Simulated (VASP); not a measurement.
# Li (P1) in VASP: further runs, part 2 of 2

VASP 6.6.1. Earlier steps stand in the parts before.

## Step 4: Single point, PBE

Contents of INCAR:

```
SYSTEM = Li
PREC = Accurate ; ENCUT = 650
EDIFF = 1E-6 ; ISMEAR = -1
SIGMA = 0.1 ; LREAL = .FALSE.
LASPH = .TRUE. ; NELM = 120
ALGO = Normal ; ISIF = 2
LWAVE = .FALSE. ; LCHARG = .TRUE.
GGA = PE ; LELF = .TRUE.
LVHAR = .TRUE. ; NBANDS = 38
GGA_COMPAT = .FALSE.
```

Contents of KPOINTS:

```
Automatic mesh
0
G
  3 3 3
  0 0 0
```

Contents of POSCAR:

```
Li
1.0
    7.0944470000      0.0000000000      0.0000000000
    0.0000000000      7.0944470000      0.0000000000
    0.0000000000      0.0000000000      7.0944470000
Li
16
Direct
    0.0614142300     -0.0425403136     -0.0254142430
    0.5329238488     -0.0265982676      0.0273876174
   -0.0319686651      0.4274610833     -0.0089506624
    0.0902818782     -0.0711542422      0.4508878564
    0.2748487655      0.3079873597      0.1883162986
    0.5459340242      0.5054234671     -0.0346186250
    0.4586403986      0.0773421804      0.4410773666
    0.8101124725      0.1885277316      0.2141956942
    0.1357117757      0.3903898359      0.5469770935
    0.3678510813      0.6436160563      0.2431902021
    0.3164869651      0.1559247676      0.7863615022
    0.5535597066      0.4457007008      0.5349113187
    0.7961860875      0.6851133006      0.2805997423
    0.7585228278      0.1260140501      0.7022111801
    0.2965699793      0.7476269821      0.7163489980
    0.7873763804      0.7204930842      0.6422346943
```

Potentials or basis: VASP PAW PBE potentials, release 64 (Li_sv).

Run with:

```
cat potpaw_PBE.64/Li_sv/POTCAR > POTCAR
mpirun -np 1 vasp_std > vasp.out
```

OUTCAR:

```text
SYSTEM = Li
   PREC = Accurate
   ENCUT = 650
   EDIFF = 1E-6
   ISMEAR = -1
   LREAL = .FALSE.
   LASPH = .TRUE.
   NELM = 120
   ISIF = 2
   GGA = PE

 ion  position               nearest neighbor table
   1  0.061  0.957  0.975-
   2  0.533  0.973  0.027-
   3  0.968  0.427  0.991-   8 2.58
   4  0.090  0.929  0.451-
   5  0.275  0.308  0.188-  10 2.50
   6  0.546  0.505  0.965-  10 2.54
   7  0.459  0.077  0.441-
   8  0.810  0.189  0.214-   3 2.58
   9  0.136  0.390  0.547-
  10  0.368  0.644  0.243-   5 2.50   6 2.54
  11  0.316  0.156  0.786-
  12  0.554  0.446  0.535-
  13  0.796  0.685  0.281-  16 2.58
  14  0.759  0.126  0.702-
  15  0.297  0.748  0.716-
  16  0.787  0.720  0.642-  13 2.58

  LATTYP: Found a simple cubic cell.
 ALAT       =     7.0944470000

  Lattice vectors:

 A1 = (   7.0944470000,   0.0000000000,   0.0000000000)
 A2 = (   0.0000000000,   7.0944470000,   0.0000000000)
 A3 = (   0.0000000000,   0.0000000000,   7.0944470000)

Analysis of symmetry for initial positions (statically):
=====================================================================
 Subroutine PRICEL returns:
 Original cell was already a primitive cell.

 Routine SETGRP: Setting up the symmetry group for a
 simple cubic supercell.

 Subroutine GETGRP returns: Found  1 space group operations
 (whereof  1 operations were pure point group operations)
 out of a pool of 48 trial point group operations.

The static configuration has the point symmetry C_1 .

Analysis of symmetry for dynamics (positions and initial velocities):
=====================================================================
 Subroutine PRICEL returns:
 Original cell was already a primitive cell.

 Routine SETGRP: Setting up the symmetry group for a
 simple cubic supercell.
[... 141 lines left out ...]
     AMIX     =   0.40;   BMIX     =  1.00
     AMIX_MAG =   1.60;   BMIX_MAG =  1.00
  volume/ion in A,a.u.               =      22.32       150.60
  Fermi-wavevector in a.u.,A,eV,Ry     =   0.838629  1.584780  9.568965  0.703299
  Thomas-Fermi vector in A             =   1.952715
   LORBIT       =      0    0 simple, 1 ext, 2 COOP (PROOUT), +10 PAW based schemes
   GGA     = PE    functional components
   LHFCALC =     F    Hartree Fock is set to
   AEXX    =    0.0000 exact exchange contribution
   IVDW    =     0    specifies the selected vdW correction
   LEPSILON=     F    determine dielectric tensor
   LRPA    =     F    only Hartree local field effects (RPA)
 non-spin polarized calculation
  energy-cutoff  :      650.00
  volume of cell :      357.07
 maximum number of plane-waves:     13449
   NGX = 29   NGY = 29   NGZ = 29

 number of electron      48.0000000 magnetization

 Free energy of the ion-electron system (eV)
  ---------------------------------------------------
  ext. energy  EPLUGINS =         0.00000000
  ---------------------------------------------------
  free energy    TOTEN  =       -28.87798278 eV

  energy without entropy =      -28.61532891  energy(sigma->0) =      -28.74665585

 E-fermi :   0.3264     XC(G=0):  -6.7921

 val. band max:        0.3205104852   @ k =   0.3333   0.0000   0.0000
 cond. band min:       0.3274949198   @ k =   0.3333   0.0000   0.3333
 fundamental gap:      0.0069844346
 Fermi energy:         0.3264098740

 k-point     1 :       0.0000    0.0000    0.0000
  band No.  band energies     occupation
      1     -46.6359      2.00000
      2     -46.6024      2.00000
      3     -46.5048      2.00000
      4     -46.4945      2.00000
      5     -46.4926      2.00000
      6     -46.4790      2.00000
[... 535 lines left out ...]
     35       3.4539      0.00000
     36       3.7308      0.00000
 [bands above 36 left out]

------------------------ aborting loop because EDIFF is reached ----------------------------------------

  FORCE on cell =-STRESS in cart. coord.  units (eV):
  Direction    XX          YY          ZZ          XY          YZ          ZX
  --------------------------------------------------------------------------------------
  -------------------------------------------------------------------------------------
  Total       -1.8230514     -1.5314083     -0.0171429      1.0994973     -0.1533910     -0.4818593
  in kB       -8.1800104     -6.8714110     -0.0769199      4.9334313     -0.6882638     -2.1620970
  external PRESSURE =      -5.0427804 kB  Pullay stress =       0.0000000 kB

 VOLUME and BASIS-vectors are now :
 -----------------------------------------------------------------------------
  energy-cutoff  :      650.00
  volume of cell :      357.07
      direct lattice vectors                 reciprocal lattice vectors
     7.094447000  0.000000000  0.000000000     0.140955313  0.000000000  0.000000000
     0.000000000  7.094447000  0.000000000     0.000000000  0.140955313  0.000000000
     0.000000000  0.000000000  7.094447000     0.000000000  0.000000000  0.140955313

 POSITION                                       TOTAL-FORCE (eV/Angst)
 -----------------------------------------------------------------------------------
      0.43570      6.79265      6.91415        -0.204792     -0.257356      0.227666
      3.78080      6.90575      0.19430         0.164485     -0.291606      0.049420
      6.86765      3.03260      7.03095         0.185852      0.396880     -0.551719
      0.64050      6.58965      3.19880        -0.131050      0.261466     -0.200024
      1.94990      2.18500      1.33600        -0.048011     -0.601006     -0.090140
      3.87310      3.58570      6.84885         0.277973     -0.319433     -0.409963
[... 8 lines left out ...]
      2.10400      5.30400      5.08210         0.210277     -0.257347      0.118880
      5.58600      5.11150      4.55630         0.080529      0.183282      0.651913
 -----------------------------------------------------------------------------------
    total drift:                                0.000134      0.000844      0.000255

  FREE ENERGIE OF THE ION-ELECTRON SYSTEM (eV)
  ---------------------------------------------------
  free  energy   TOTEN  =       -28.8779827812 eV

  energy  without entropy=      -28.6153289130  energy(sigma->0) =      -28.74665585
```

OSZICAR:

```text
N       E                     dE             d eps       ncg     rms          rms(c)
DAV:   1     0.289849534748E+03    0.28985E+03   -0.23015E+04  1072   0.141E+03
DAV:   2     0.470006758258E+02   -0.24285E+03   -0.22683E+03  1064   0.370E+02
DAV:   3    -0.120640440689E+02   -0.59065E+02   -0.57303E+02  1976   0.856E+01
DAV:   4    -0.257875590414E+02   -0.13724E+02   -0.13443E+02  1792   0.687E+01
DAV:   5    -0.291550020705E+02   -0.33674E+01   -0.33650E+01  1906   0.208E+01    0.197E+00
DAV:   6    -0.289087246476E+02    0.24628E+00   -0.11193E+00  1536   0.608E+00    0.874E-01
DAV:   7    -0.288780114577E+02    0.30713E-01   -0.22033E-01  1736   0.204E+00    0.288E-01
DAV:   8    -0.288779161893E+02    0.95268E-04   -0.41270E-02  1664   0.874E-01    0.146E-01
DAV:   9    -0.288779926465E+02   -0.76457E-04   -0.44042E-03  1712   0.281E-01    0.757E-02
DAV:  10    -0.288779863609E+02    0.62855E-05   -0.42819E-04  1688   0.907E-02    0.222E-02
DAV:  11    -0.288779849745E+02    0.13865E-05   -0.56519E-05  1768   0.332E-02    0.838E-03
DAV:  12    -0.288779838380E+02    0.11365E-05   -0.73926E-06  1696   0.129E-02    0.314E-03
DAV:  13    -0.288779827481E+02    0.10899E-05   -0.68236E-07   808   0.465E-03    0.673E-04
DAV:  14    -0.288779827812E+02   -0.33143E-07   -0.30566E-07   784   0.342E-03
   1 F= -.28877983E+02 E0= -.28746656E+02  d E =-.262654E+00
```

stdout:

```text
POSCAR found type information on POSCAR Li
 POSCAR found :  1 types and      16 ions
 scaLAPACK will be used
 LDA part: xc-table for (Slater+PW92), standard interpolation
 POSCAR, INCAR and KPOINTS ok, starting setup
 FFT: planning ... GRIDC
 FFT: planning ... GRID_SOFT
 FFT: planning ... GRID
 WAVECAR not read
 entering main loop
```

Wall time 2.7 min (1 thread of AMD EPYC 9R45 (Zen 5), shared host); peak memory 0.52 GiB.

Results:

```
Free energy            : -28.8780 eV
Pressure               : -0.5 GPa
Largest force          : 0.892 eV/Å
Band gap on the k mesh : zero (bands 24 and 25 overlap by 0.44 eV)
```

Forces on the atoms (eV/Å):
```
Li  -0.205 -0.257  0.228
Li   0.164 -0.292  0.049
Li   0.186  0.397 -0.552
Li  -0.131  0.261 -0.200
Li  -0.048 -0.601 -0.090
Li   0.278 -0.319 -0.410
Li   0.193 -0.477 -0.178
Li  -0.151  0.017  0.467
Li  -0.485  0.168 -0.046
Li  -0.358  0.735  0.358
Li  -0.034  0.416  0.017
Li  -0.045 -0.160 -0.129
Li   0.054  0.028 -0.420
Li   0.292  0.159  0.135
Li   0.210 -0.257  0.119
Li   0.081  0.183  0.652
```

Stress tensor (GPa, compression positive):
```
-0.82  0.49 -0.22
 0.49 -0.69 -0.07
-0.22 -0.07 -0.01
```

## Step 5: Summary

| cell | gap on the mesh (eV) | pressure (GPa) | largest force (eV/Å) |
| --- | --- | --- | --- |
| as given, atomic positions A | none | -0.9 | 0.58 |
| as given, atomic positions B | none | -0.8 | 0.71 |
| as given, atomic positions C | none | -0.5 | 0.89 |

Alike in all rows: task single point; level PBE; potentials or basis VASP PAW PBE potentials, release 64 (Li_sv); no spin polarisation; k mesh 3 × 3 × 3; cutoff (eV) 650; smearing fermi-dirac 0.1 eV.

Absolute energies hang on the potentials; compare differences alone.

The gap in the log of VASP goes by the Fermi energy; the results here count the filled bands.